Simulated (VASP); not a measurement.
# Te2Mo (P6_3/mmc) in VASP: single point with PBE

Aim: the single point of Te2Mo with PBE.

All numbers are computed with VASP 6.6.1; they aren't measurements. Logs are shortened: lines on timing, memory, paths and dates and some standing lists are left out, and cuts for length are marked.

## (1) The cell of the first run

It takes space group P6_3/mmc (No. 194, hexagonal). Conventional cell: a = 3.518 Å, b = 3.518 Å, c = 13.974 Å, α = 90.00°, β = 90.00°, γ = 120.00°. Te (site symmetry 3m) has 3 Mo at 2.72 Å and 7 Te at 3.52 to 3.61 Å within 3.7 Å. Within 3.6 Å of Mo (site symmetry -6m2) lie 6 Te at 2.72 Å and 6 Mo at 3.52 Å.

## (2) Single point, PBE

File INCAR:

```
SYSTEM = Te2Mo
  PREC = Accurate
  ENCUT = 520
  EDIFF = 1E-6
  ISMEAR = 0
  SIGMA = 0.1
  LREAL = .False.
  LASPH = .True.
  NELM = 80
  ALGO = Normal
  ISIF = 2
  LWAVE = .False.
  LCHARG = .False.
  GGA = PE
  NBANDS = 35
```

File KPOINTS:

```
regular mesh
0
Gamma
  8 8 2
  0 0 0
```

File POSCAR:

```
Te2Mo
1.0
    3.5182000000      0.0000000000      0.0000000000
   -1.7591000000      3.0468500000      0.0000000000
    0.0000000000      0.0000000000     13.9736000000
Te Mo
4 2
Direct
    0.3333333333      0.6666666667      0.6210000000
    0.6666666667      0.3333333333      0.1210000000
    0.3333333333      0.6666666667      0.8790000000
    0.6666666667      0.3333333333      0.3790000000
    0.3333333333      0.6666666667      0.2500000000
    0.6666666667      0.3333333333      0.7500000000
```

Potentials or basis: VASP PAW PBE potentials, release 64 (Te, Mo_sv).

Command:

```console
$ cat potpaw_PBE.64/Te/POTCAR potpaw_PBE.64/Mo_sv/POTCAR > POTCAR
$ mpirun -np 1 vasp_std > vasp.out
```

OUTCAR:

```text
SYSTEM = Te2Mo
   PREC = Accurate
   ENCUT = 520
   EDIFF = 1E-6
   ISMEAR = 0
   LREAL = .False.
   LASPH = .True.
   NELM = 80
   ISIF = 2
   GGA = PE

 ion  position               nearest neighbor table
   1  0.333  0.667  0.621-   6 2.72   6 2.72   6 2.72   3 3.61
   2  0.667  0.333  0.121-   5 2.72   5 2.72   5 2.72   4 3.61
   3  0.333  0.667  0.879-   6 2.72   6 2.72   6 2.72   1 3.61
   4  0.667  0.333  0.379-   5 2.72   5 2.72   5 2.72   2 3.61
   5  0.333  0.667  0.250-   2 2.72   4 2.72   2 2.72   4 2.72   2 2.72   4 2.72
   6  0.667  0.333  0.750-   1 2.72   3 2.72   1 2.72   3 2.72   1 2.72   3 2.72

  LATTYP: Found a hexagonal cell.
 ALAT       =     3.5182000000
 C/A-ratio  =     3.9718037633

  Lattice vectors:

 A1 = (   3.5182000000,   0.0000000000,   0.0000000000)
 A2 = (  -1.7591000000,   3.0468500000,   0.0000000000)
 A3 = (   0.0000000000,   0.0000000000,  13.9736000000)

Analysis of symmetry for initial positions (statically):
=====================================================================
 Subroutine PRICEL returns:
 Original cell was already a primitive cell.

 Routine SETGRP: Setting up the symmetry group for a
 hexagonal supercell.

 Subroutine GETGRP returns: Found 24 space group operations
 (whereof 12 operations were pure point group operations)
 out of a pool of 24 trial point group operations.

The static configuration has the point symmetry D_3d.
 The point group associated with its full space group is D_6h.

Analysis of symmetry for dynamics (positions and initial velocities):
=====================================================================
 Subroutine PRICEL returns:
 Original cell was already a primitive cell.

 Routine SETGRP: Setting up the symmetry group for a
 hexagonal supercell.

 Subroutine GETGRP returns: Found 24 space group operations
 (whereof 12 operations were pure point group operations)
 out of a pool of 24 trial point group operations.

The dynamic configuration has the point symmetry D_3d.
 The point group associated with its full space group is D_6h.

 Subroutine INISYM returns: Found 24 space group operations
 (whereof 12 operations are pure point group operations),
 and found     1 'primitive' translations

----------------------------------------------------------------------------------------

                                     Primitive cell

  volume of cell :     149.7890

  direct lattice vectors                    reciprocal lattice vectors
     3.518200000  0.000000000  0.000000000     0.284236257  0.164103911  0.000000000
    -1.759100000  3.046850000  0.000000000     0.000000000  0.328207821  0.000000000
     0.000000000  0.000000000 13.973600000     0.000000000  0.000000000  0.071563520

  length of vectors
     3.518200000  3.518199502 13.973600000     0.328207775  0.328207821  0.071563520

  position of ions in fractional coordinates (direct lattice)
     0.333333333  0.666666667  0.621000000
     0.666666667  0.333333333  0.121000000
     0.333333333  0.666666667  0.879000000
     0.666666667  0.333333333  0.379000000
     0.333333333  0.666666667  0.250000000
     0.666666667  0.333333333  0.750000000

  ion indices of the primitive-cell ions
   primitive index   ion index
                 1           1
                 2           2
                 3           3
                 4           4
                 5           5
                 6           6

----------------------------------------------------------------------------------------

 KPOINTS: regular mesh

Automatic generation of k-mesh.
 Grid dimensions read from file:
 generate k-points for:    8    8    2

 Generating k-lattice:

  Cartesian coordinates                     Fractional coordinates (reciprocal lattice)
     0.035529532  0.020512989  0.000000000     0.125000000  0.000000000  0.000000000
     0.000000000  0.041025978  0.000000000     0.000000000  0.125000000  0.000000000
     0.000000000  0.000000000  0.035781760     0.000000000  0.000000000  0.500000000

  Length of vectors
     0.041025972  0.041025978  0.035781760

  Shift w.r.t. Gamma in fractional coordinates (k-lattice)
     0.000000000  0.000000000  0.000000000

 Subroutine IBZKPT returns following result:
 ===========================================

 Found     20 irreducible k-points:

 Following reciprocal coordinates:
            Coordinates               Weight
  0.000000  0.000000  0.000000      1.000000
  0.125000  0.000000  0.000000      6.000000
  0.250000  0.000000  0.000000      6.000000
  0.375000  0.000000  0.000000      6.000000
  0.500000  0.000000  0.000000      3.000000
  0.125000  0.125000  0.000000      6.000000
[... 12 lines left out ...]
  0.250000  0.250000  0.500000      6.000000
  0.375000  0.250000  0.500000      6.000000
   k-points           NKPTS =     20   k-points in BZ     NKDIM =     20   number of bands    NBANDS=     35
   number of dos      NEDOS =    301   number of ions     NIONS =      6
   total plane-waves  NPLWV =  84672
   dimension x,y,z NGX =    28 NGY =   28 NGZ =  108
   dimension x,y,z NGXF=    56 NGYF=   56 NGZF=  216
   ions per type =               4   2
   NGX,Y,Z   is equivalent  to a cutoff of  13.23, 13.23, 12.85 a.u.
   NGXF,Y,Z  is equivalent  to a cutoff of  26.46, 26.46, 25.70 a.u.
 SYSTEM =  Te2Mo
   PREC   = accura    normal or accurate (medium, high low for compatibility)
   ISTART =      0    job   : 0-new  1-cont  2-samecut
   ICHARG =      2    charge: 1-file 2-atom 10-const
   ISPIN  =      1    spin polarized calculation?
   LNONCOLLINEAR =      F non collinear calculations
   LSORBIT =      F    spin-orbit coupling
   LASPH  =      T    aspherical Exc in radial PAW
   ENCUT  =  520.0 eV  38.22 Ry    6.18 a.u.   6.54  6.54 25.98*2*pi/ulx,y,z
   NELM   =     80;   NELMIN=  2; NELMDL= -5     # of ELM steps
   EDIFF  = 0.1E-05   stopping-criterion for ELM
   LREAL  =      F    real-space projection
   EDIFFG = 0.1E-04   stopping-criterion for IOM
   NSW    =      0    number of steps for IOM
   IBRION =     -1    ionic relax: 0-MD 1-quasi-New 2-CG
   NFREE  =      0    steps in history (QN), initial steepest desc. (CG)
   ISIF   =      2    stress and relaxation
   ISYM   =      2    0-nonsym 1-usesym 2-fastsym
   POTIM  = 0.5000    time-step for ionic-motion
   TEBEG  =    0.0;   TEEND  =   0.0 temperature during run
   PSTRESS=    0.0 pullay stress
   NELECT =      52.0000    total number of electrons
   NUPDOWN=      -1.0000    fix difference up-down
   EMIN   =  10.00;   EMAX   =-10.00  energy-range for DOS
   EFERMI =   0.00;   METHOD = LEGACY
   ISMEAR =     0;   SIGMA  =   0.10  broadening in eV -4-tet -1-fermi 0-gaus
   EFERMI_NEDOS =   21; number of points for ismear=-14 and -15
   IALGO  =     38    algorithm
   IMIX   =      4    mixing-type and parameters
     AMIX     =   0.40;   BMIX     =  1.00
     AMIX_MAG =   1.60;   BMIX_MAG =  1.00
  volume/ion in A,a.u.               =      24.96       168.47
  Fermi-wavevector in a.u.,A,eV,Ry     =   1.150578  2.174277 18.011790  1.323829
  Thomas-Fermi vector in A             =   2.287241
   LORBIT       =      0    0 simple, 1 ext, 2 COOP (PROOUT), +10 PAW based schemes
   GGA     = PE    functional components
   LHFCALC =     F    Hartree Fock is set to
   AEXX    =    0.0000 exact exchange contribution
   IVDW    =     0    specifies the selected vdW correction
   LEPSILON=     F    determine dielectric tensor
   LRPA    =     F    only Hartree local field effects (RPA)
 non-spin polarized calculation
 Gauss-broadening in eV      SIGMA  =   0.10
  energy-cutoff  :      520.00
  volume of cell :      149.79
 maximum number of plane-waves:      4095
 NGX is ok and might be reduce to    28
   NGX = 13   NGY = 13   NGZ = 51

 number of electron      51.9999997 magnetization

 Free energy of the ion-electron system (eV)
  ---------------------------------------------------
  ext. energy  EPLUGINS =         0.00000000
  ---------------------------------------------------
  free energy    TOTEN  =       -35.98615285 eV

  energy without entropy =      -35.98615285  energy(sigma->0) =      -35.98615285

 E-fermi :   8.5413     XC(G=0): -10.4425

 val. band max:        8.1565968746   @ k =   0.0000   0.0000   0.0000
 cond. band min:       8.9547374318   @ k =   0.2500   0.1250   0.0000
 fundamental gap:      0.7981405572
 Fermi energy:         8.5413189171

 k-point     1 :       0.0000    0.0000    0.0000
  band No.  band energies     occupation
      1     -52.6640      2.00000
      2     -52.6640      2.00000
      3     -26.8311      2.00000
      4     -26.8311      2.00000
      5     -26.7076      2.00000
      6     -26.7076      2.00000
[... 27 lines left out ...]
     34      11.5412      0.00000
     35      13.8581      0.00000

 k-point     2 :       0.1250    0.0000    0.0000
  band No.  band energies     occupation
      1     -52.6625      2.00000
      2     -52.6625      2.00000
      3     -26.8268      2.00000
      4     -26.8268      2.00000
      5     -26.7268      2.00000
      6     -26.7268      2.00000
[... 27 lines left out ...]
     34      11.4216      0.00000
     35      14.5229      0.00000

 k-point     3 :       0.2500    0.0000    0.0000
  band No.  band energies     occupation
      1     -52.6591      2.00000
      2     -52.6590      2.00000
      3     -26.8166      2.00000
      4     -26.8165      2.00000
      5     -26.7730      2.00000
      6     -26.7730      2.00000
[... 27 lines left out ...]
     34      11.7707      0.00000
     35      14.3503      0.00000

 k-point     4 :       0.3750    0.0000    0.0000
  band No.  band energies     occupation
      1     -52.6556      2.00000
      2     -52.6556      2.00000
      3     -26.8187      2.00000
      4     -26.8187      2.00000
      5     -26.8063      2.00000
      6     -26.8063      2.00000
[... 27 lines left out ...]
     34      11.9605      0.00000
     35      12.5490      0.00000

 k-point     5 :       0.5000    0.0000    0.0000
  band No.  band energies     occupation
      1     -52.6541      2.00000
      2     -52.6541      2.00000
      3     -26.8375      2.00000
      4     -26.8375      2.00000
      5     -26.8020      2.00000
      6     -26.8020      2.00000
[... 486 lines left out ...]
 k-point    18 :       0.3750    0.1250    0.5000
  band No.  band energies     occupation
      1     -52.6541      2.00000
      2     -52.6541      2.00000
      3     -26.8275      2.00000
      4     -26.8275      2.00000
      5     -26.8020      2.00000
      6     -26.8020      2.00000
[... 27 lines left out ...]
     34      11.5081      0.00000
     35      12.8445      0.00000

 k-point    19 :       0.2500    0.2500    0.5000
  band No.  band energies     occupation
      1     -52.6541      2.00000
      2     -52.6541      2.00000
      3     -26.8137      2.00000
      4     -26.8137      2.00000
      5     -26.8020      2.00000
      6     -26.8020      2.00000
[... 27 lines left out ...]
     34      11.7835      0.00000
     35      13.5444      0.00000

 k-point    20 :       0.3750    0.2500    0.5000
  band No.  band energies     occupation
      1     -52.6531      2.00000
      2     -52.6531      2.00000
      3     -26.8155      2.00000
      4     -26.8155      2.00000
      5     -26.7990      2.00000
      6     -26.7990      2.00000
[... 27 lines left out ...]
     34      11.7357      0.00000
     35      13.1243      0.00000

------------------------ aborting loop because EDIFF is reached ----------------------------------------

  FORCE on cell =-STRESS in cart. coord.  units (eV):
  Direction    XX          YY          ZZ          XY          YZ          ZX
  --------------------------------------------------------------------------------------
  -------------------------------------------------------------------------------------
  Total        2.5146243      2.5146233      3.2244815      0.0000000      0.0000000      0.0000000
  in kB       26.8969964     26.8969862     34.4897910      0.0000000      0.0000000      0.0000000
  external PRESSURE =      29.4279245 kB  Pullay stress =       0.0000000 kB

 VOLUME and BASIS-vectors are now :
 -----------------------------------------------------------------------------
  energy-cutoff  :      520.00
  volume of cell :      149.79
      direct lattice vectors                 reciprocal lattice vectors
     3.518200000  0.000000000  0.000000000     0.284236257  0.164103911  0.000000000
    -1.759100000  3.046850000  0.000000000     0.000000000  0.328207821  0.000000000
     0.000000000  0.000000000 13.973600000     0.000000000  0.000000000  0.071563520

 POSITION                                       TOTAL-FORCE (eV/Angst)
 -----------------------------------------------------------------------------------
     -0.00000      2.03123      8.67761         0.000000     -0.000000     -0.188158
      1.75910      1.01562      1.69081        -0.000000     -0.000000     -0.188158
     -0.00000      2.03123     12.28279         0.000000     -0.000000      0.188158
      1.75910      1.01562      5.29599         0.000000     -0.000000      0.188158
     -0.00000      2.03123      3.49340        -0.000000      0.000000     -0.000000
      1.75910      1.01562     10.48020         0.000000      0.000000     -0.000000
 -----------------------------------------------------------------------------------
    total drift:                                0.000000     -0.000000      0.000000

  FREE ENERGIE OF THE ION-ELECTRON SYSTEM (eV)
  ---------------------------------------------------
  free  energy   TOTEN  =       -35.9861528490 eV

  energy  without entropy=      -35.9861528487  energy(sigma->0) =      -35.98615285
```

It took 3.4 min on 1 thread of Intel Xeon 8259CL, shared host; peak memory 0.32 GiB.

What came out:

| Quantity | Value |
| --- | --- |
| Free energy | -35.9862 eV |
| Pressure | 2.9 GPa |
| Largest force | 0.188 eV/Å |
| Band gap on the k mesh | 0.80 eV (least direct gap 1.21 eV) |

Forces in eV/Å, atoms in the order of the input:
```
Te   0.000  0.000 -0.188
Te   0.000  0.000 -0.188
Te   0.000  0.000  0.188
Te   0.000  0.000  0.188
Mo   0.000  0.000  0.000
Mo   0.000  0.000  0.000
```

Stress tensor (GPa, compression positive):
```
2.69 0.00 0.00
0.00 2.69 0.00
0.00 0.00 3.45
```

Levels at points of the mesh, in eV from the valence-band top:
| k point | band 24 | band 25 | band 26 | band 27 | band 28 | band 29 |
| --- | --- | --- | --- | --- | --- | --- |
| (0.00, 0.00, 0.00) | -1.03 | -0.32 | 0.00 | 2.90 | 2.90 | 3.03 |
| (0.50, 0.00, 0.00) | -0.96 | -0.61 | -0.32 | 1.26 | 1.32 | 1.45 |
| (0.00, 0.00, 0.50) | -1.04 | -0.08 | -0.08 | 2.94 | 2.94 | 2.94 |
| (0.50, 0.00, 0.50) | -0.97 | -0.47 | -0.47 | 1.28 | 1.28 | 1.64 |

Caveat: semilocal functionals underestimate gaps, and a narrow one can read as zero; spin-orbit coupling is left out, which moves the levels of the heavy elements; this functional lacks dispersion, which binds layers or chains, so the pressure and a relaxed spacing across them are unreliable.
